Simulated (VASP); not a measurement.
# H9C3Cl in VASP: notebook, part 2 of 2

VASP 6.6.1.

**3. Relaxation of the atoms, PBE**

File INCAR:

```
SYSTEM = H9C3Cl
  PREC = Accurate
  ENCUT = 520
  EDIFF = 1E-6
  ISMEAR = -1
  SIGMA = 0.02
  LREAL = Auto
  LASPH = .True.
  NELM = 100
  ALGO = Normal
  ISIF = 2
  LWAVE = .False.
  LCHARG = .False.
  GGA = PE
  IBRION = 2
  NSW = 35
  EDIFFG = -0.3
```

File KPOINTS:

```
Automatic mesh
0
Gamma
  1 1 1
  0 0 0
```

File POSCAR:

```
H9C3Cl
1.0
    8.4679300000      0.0000000000      0.0000000000
    0.0000000000      8.4679300000      0.0000000000
    0.0000000000      0.0000000000      8.4679300000
C H Cl
9 27 3
Direct
    0.3246615000      0.0675425000      0.7297025000
    0.3292929000      0.1942797000      0.6019357000
    0.7608223000      0.2016834000      0.1789078000
    0.8473409000      0.1577821000      0.3305499000
    0.0357977000      0.5635142000      0.9512668000
   -0.0311846000      0.7023912000      0.8583439000
    0.2144636000      0.7127063000      0.4863874000
    0.6947778000      0.2215403000      0.8085406000
    0.4344293000      0.8729864000      0.2576725000
    0.3091037000      0.1197815000      0.8466846000
    0.2272094000     -0.0147948000      0.7102242000
    0.4340710000     -0.0008827000      0.7315228000
    0.3448507000      0.1420407000      0.4849537000
    0.2198834000      0.2627049000      0.6001155000
    0.4267450000      0.2766170000      0.6214140000
    0.6329872000      0.1917729000      0.1935947000
    0.7869830000      0.3230710000      0.1437449000
    0.7952387000      0.1243344000      0.0814993000
    0.9751760000      0.1676926000      0.3158629000
    0.8129245000      0.2351311000      0.4279584000
    0.8211802000      0.0363945000      0.3657127000
    0.1151817000      0.6038413000      1.0446887000
   -0.0583000000      0.4947533000      1.0067044000
    0.1025822000      0.4839872000      0.8746442000
   -0.1105687000      0.6620642000      0.7649220000
   -0.0979692000      0.7819183000      0.9349666000
    0.0629130000      0.7711522000      0.8029063000
    0.1719989000      0.8337428000      0.4940833000
    0.2770104000      0.6950093000      0.3755407000
    0.1157570000      0.6308557000      0.4947395000
    0.7519904000      0.2398389000      0.9221371000
    0.6649980000      0.3347566000      0.7555547000
    0.5885897000      0.1507777000      0.8236737000
    0.5375545000      0.9438158000      0.2870098000
    0.3397236000      0.8964551000      0.3412926000
    0.4648343000      0.7481496000      0.2595646000
    0.3464614000      0.6766303000      0.6455389000
    0.8269951000      0.1195469000      0.6813790000
    0.3692492000      0.9242559000      0.0648588000
```

Potentials or basis: VASP PAW PBE potentials, release 64 (C, H, Cl).

Command:

```
> cat potpaw_PBE.64/C/POTCAR potpaw_PBE.64/H/POTCAR potpaw_PBE.64/Cl/POTCAR > POTCAR
> mpirun -np 1 vasp_gam > vasp.out
```

OUTCAR:

```text
SYSTEM = H9C3Cl
   PREC = Accurate
   ENCUT = 520
   EDIFF = 1E-6
   ISMEAR = -1
   LREAL = Auto
   LASPH = .True.
   NELM = 100
   ISIF = 2
   GGA = PE
   IBRION = 2
   NSW = 35
   EDIFFG = -0.3

 ion  position               nearest neighbor table
   1  0.325  0.068  0.730-  11 1.09  12 1.09  10 1.09   2 1.52
   2  0.329  0.194  0.602-  13 1.09  15 1.09  14 1.09   1 1.52
   3  0.761  0.202  0.179-  16 1.09  17 1.09  18 1.09   4 1.52
   4  0.847  0.158  0.331-  19 1.09  21 1.09  20 1.09   3 1.52
   5  0.036  0.564  0.951-  24 1.09  22 1.09  23 1.09   6 1.52
   6  0.969  0.702  0.858-  25 1.09  27 1.09  26 1.09   5 1.52
   7  0.214  0.713  0.486-  30 1.09  29 1.09  28 1.09  37 1.78
   8  0.695  0.222  0.809-  33 1.09  32 1.09  31 1.09  38 1.78
   9  0.434  0.873  0.258-  35 1.09  36 1.09  34 1.09  39 1.78
  10  0.309  0.120  0.847-   1 1.09
  11  0.227  0.985  0.710-   1 1.09
  12  0.434  0.999  0.732-   1 1.09
  13  0.345  0.142  0.485-   2 1.09
  14  0.220  0.263  0.600-   2 1.09
  15  0.427  0.277  0.621-   2 1.09
[... 22 lines left out ...]
  38  0.827  0.120  0.681-   8 1.78
  39  0.369  0.924  0.065-   9 1.78

  LATTYP: Found a simple cubic cell.
 ALAT       =     8.4679300000

  Lattice vectors:

[... 441 lines left out ...]
  ---------------------------------------------------
  free  energy   TOTEN  =      -188.0023706352 eV

  energy  without entropy=     -188.0023706352  energy(sigma->0) =     -188.00237064

[... ionic steps 4 to 15 ...]

--------------------------------------- Ionic step       16  -------------------------------------------

 number of electron      84.0000001 magnetization

------------------------ aborting loop because EDIFF is reached ----------------------------------------
[... 141 lines left out ...]
--------------------------------------- Ionic step       18  -------------------------------------------

 number of electron      83.9999998 magnetization

 Free energy of the ion-electron system (eV)
  ---------------------------------------------------
  ext. energy  EPLUGINS =         0.00000000
  ---------------------------------------------------
  free energy    TOTEN  =      -188.71327586 eV

  energy without entropy =     -188.71327586  energy(sigma->0) =     -188.71327586

 E-fermi :  -3.8102     XC(G=0):  -5.5023

 val. band max:       -4.3082637901   @ k =   0.0000   0.0000   0.0000
 cond. band min:       1.1505044935   @ k =   0.0000   0.0000   0.0000
 fundamental gap:      5.4587682837
 Fermi energy:        -3.8102043477

 k-point     1 :       0.0000    0.0000    0.0000
  band No.  band energies     occupation
      1     -18.8517      2.00000
      2     -18.7335      2.00000
      3     -18.5951      2.00000
      4     -16.0671      2.00000
      5     -15.9212      2.00000
      6     -15.8256      2.00000
[... 46 lines left out ...]
     53       3.8834      0.00000
     54       4.0270      0.00000
 [bands above 54 left out]

------------------------ aborting loop because EDIFF is reached ----------------------------------------

  FORCE on cell =-STRESS in cart. coord.  units (eV):
  Direction    XX          YY          ZZ          XY          YZ          ZX
  --------------------------------------------------------------------------------------
  -------------------------------------------------------------------------------------
  Total        1.4584420      1.5127114      2.7141645      0.1725550     -0.6896701      0.7143970
  in kB        3.8482915      3.9914886      7.1616810      0.4553092     -1.8197855      1.8850307
  external PRESSURE =       5.0004870 kB  Pullay stress =       0.0000000 kB
[... 54 lines left out ...]
  FREE ENERGIE OF THE ION-ELECTRON SYSTEM (eV)
  ---------------------------------------------------
  free  energy   TOTEN  =      -188.7132758578 eV

  energy  without entropy=     -188.7132758578  energy(sigma->0) =     -188.71327586

 reached required accuracy - stopping structural energy minimisation
```

CONTCAR:

```text
H9C3Cl
   1.00000000000000
     8.4679300000000008    0.0000000000000000    0.0000000000000000
     0.0000000000000000    8.4679300000000008    0.0000000000000000
     0.0000000000000000    0.0000000000000000    8.4679300000000008
  C               H               Cl
     9    27     3
Direct
     0.3156127408933297    0.0761633882607234    0.7200772182860091
     0.3211672058666094    0.2018548996337396    0.5911827112092123
     0.7646456765162708    0.1968426765318259    0.1796097136171321
     0.8531072583498903    0.1598230389515174    0.3314536406882597
     0.0347647170437599    0.5628981911809848    0.9527616385450610
     0.9652086235448842    0.7018726217046021    0.8613697115359283
[... 31 lines left out ...]
     0.8430287956362033    0.0931739999389840    0.7538336209499921
     0.3852997946964438    0.9219350750759219    0.0608213540449673

  0.00000000E+00  0.00000000E+00  0.00000000E+00
  0.00000000E+00  0.00000000E+00  0.00000000E+00
  0.00000000E+00  0.00000000E+00  0.00000000E+00
  0.00000000E+00  0.00000000E+00  0.00000000E+00
  0.00000000E+00  0.00000000E+00  0.00000000E+00
  0.00000000E+00  0.00000000E+00  0.00000000E+00
[... 31 lines left out ...]
  0.00000000E+00  0.00000000E+00  0.00000000E+00
  0.00000000E+00  0.00000000E+00  0.00000000E+00
```

Run time: 13 min. Hardware: 1 thread of Intel Xeon Platinum 8259CL at 2.50GHz (Skylake/Cascade Lake), shared host; peak memory 0.62 GiB.

Results:

| Item | Value |
| --- | --- |
| Free energy | -188.7133 eV |
| Energy gained by relaxing | 19.5 meV/atom |
| Ionic steps | 18 |
| Pressure after relaxing | 0.5 GPa |
| Largest force after relaxing | 0.221 eV/Å |
| Band gap on the k mesh | 5.46 eV |

Forces on the atoms (eV/Å):
```
C   -0.032  0.035 -0.020
C   -0.018 -0.041  0.057
C    0.056 -0.025  0.029
C    0.056 -0.016  0.090
C   -0.011  0.028 -0.022
C    0.018 -0.028  0.039
C   -0.149  0.006 -0.044
C    0.147  0.000 -0.036
C    0.114 -0.004  0.166
H   -0.036  0.045  0.030
H   -0.078 -0.010 -0.068
H    0.031 -0.003 -0.101
H   -0.025 -0.030 -0.032
H   -0.067  0.050 -0.046
H    0.001  0.053 -0.056
H    0.080  0.059  0.031
H   -0.032  0.034  0.102
H   -0.018 -0.025  0.005
H    0.025 -0.025  0.044
H   -0.040  0.024 -0.011
H    0.004 -0.025 -0.006
H    0.041  0.017  0.040
H   -0.063 -0.011  0.020
H    0.032 -0.029 -0.022
H   -0.042 -0.058 -0.017
H   -0.035  0.004  0.068
H    0.032  0.038 -0.005
H   -0.026  0.109 -0.044
H   -0.005 -0.052 -0.033
H   -0.039 -0.092 -0.017
H   -0.015  0.078 -0.200
H   -0.039  0.124 -0.097
H   -0.163 -0.027  0.008
H   -0.105 -0.103  0.063
H    0.137 -0.043 -0.126
H   -0.001  0.041  0.025
Cl   0.209 -0.037  0.062
Cl   0.108 -0.006  0.077
Cl  -0.052 -0.054  0.048
```

The path:
```csv
step,energy change (eV),largest force (eV/Å),pressure (GPa)
1,0.0000,0.7940,1.43
2,-0.0085,1.8612,0.95
3,-0.0507,0.6719,1.16
4,-0.1309,0.4946,0.94
5,-0.1813,0.5777,0.56
6,-0.2359,0.5603,0.62
7,-0.2494,0.8123,0.69
8,-0.2993,0.5415,0.73
9,-0.3447,0.9456,0.84
10,-0.3939,0.6223,0.84
11,-0.4588,0.7328,0.82
12,-0.5377,0.6214,0.71
13,-0.6132,0.7949,0.39
14,-0.6690,0.4277,0.19
15,-0.6737,0.4287,0.10
16,-0.7061,0.3369,0.19
17,-0.7378,0.5462,0.38
18,-0.7616,0.2213,0.50
```

Final structure:
```
CELL_PARAMETERS angstrom
8.46793 0.00000 0.00000
0.00000 8.46793 0.00000
0.00000 0.00000 8.46793
ATOMIC_POSITIONS crystal
C 0.31561 0.07616 0.72008
C 0.32117 0.20185 0.59118
C 0.76465 0.19684 0.17961
C 0.85311 0.15982 0.33145
C 0.03476 0.56290 0.95276
C 0.96521 0.70187 0.86137
C 0.19308 0.68114 0.49938
C 0.69502 0.23381 0.80582
C 0.46070 0.88670 0.25351
H 0.30429 0.13114 0.83678
H 0.21386 0.99688 0.70761
H 0.42152 0.00152 0.72289
H 0.33866 0.15194 0.47281
H 0.21107 0.27003 0.58970
H 0.41749 0.28574 0.61247
H 0.63542 0.18864 0.19197
H 0.79265 0.31662 0.13811
H 0.80043 0.11489 0.08540
H 0.98114 0.16997 0.31268
H 0.82190 0.23998 0.42876
H 0.82945 0.03942 0.37347
H 0.11563 0.60430 0.04523
H 0.94306 0.49158 0.01018
H 0.10232 0.48396 0.87525
H 0.88623 0.66343 0.76593
H 0.89683 0.78150 0.93718
H 0.05942 0.77278 0.80780
H 0.16387 0.80638 0.50845
H 0.23098 0.65232 0.37947
H 0.09026 0.61103 0.53310
H 0.73180 0.29326 0.91411
H 0.68267 0.31679 0.70825
H 0.58596 0.16908 0.82610
H 0.57048 0.95428 0.26634
H 0.37337 0.92537 0.34127
H 0.48441 0.76018 0.26632
Cl 0.34893 0.64061 0.63333
Cl 0.84303 0.09317 0.75383
Cl 0.38530 0.92194 0.06082
```

Caveat: the k points lie up to 0.74 Å⁻¹ apart; the relaxation stopped at a loose force limit of 0.3 eV/Å, so its end isn't a converged minimum.
